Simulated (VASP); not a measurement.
Runs of VASP 6.6.1 on Al. The structure is that of space group Fm-3m (No. 225), or close to it. The cells are those of the table. 

```csv
cell,gap on the mesh (eV),pressure (GPa)
"a = 2.864 Å, angles 60.0°, 1 atom",none,-3.7
"a = 2.785 Å, angles 60.0°, 1 atom",none,3.4
"a = 2.914 Å, angles 60.0°, 1 atom",none,-7.0
"a = 2.938 Å, angles 60.0°, 1 atom",none,-8.3
"a = 2.812 Å, angles 60.0°, 1 atom",none,0.7
"a = 2.889 Å, angles 60.0°, 1 atom",none,(a)
"a = 2.838 Å, angles 60.0°, 1 atom",none,(b)
```

Alike in all rows: task single point; level PBE+D3(BJ); potentials or basis VASP PAW PBE potentials, release 64 (Al); no spin polarisation; k mesh 12 × 12 × 12; cutoff (eV) 520; smearing methfessel-paxton 0.15 eV.

Task: Fill in the values left out.

Result: (a) -5.5; (b) -1.6.

Caveats: pairwise dispersion overbinds metals, which lowers pressure and volume.

A gap of «none» marks levels without a gap at the run's occupations.
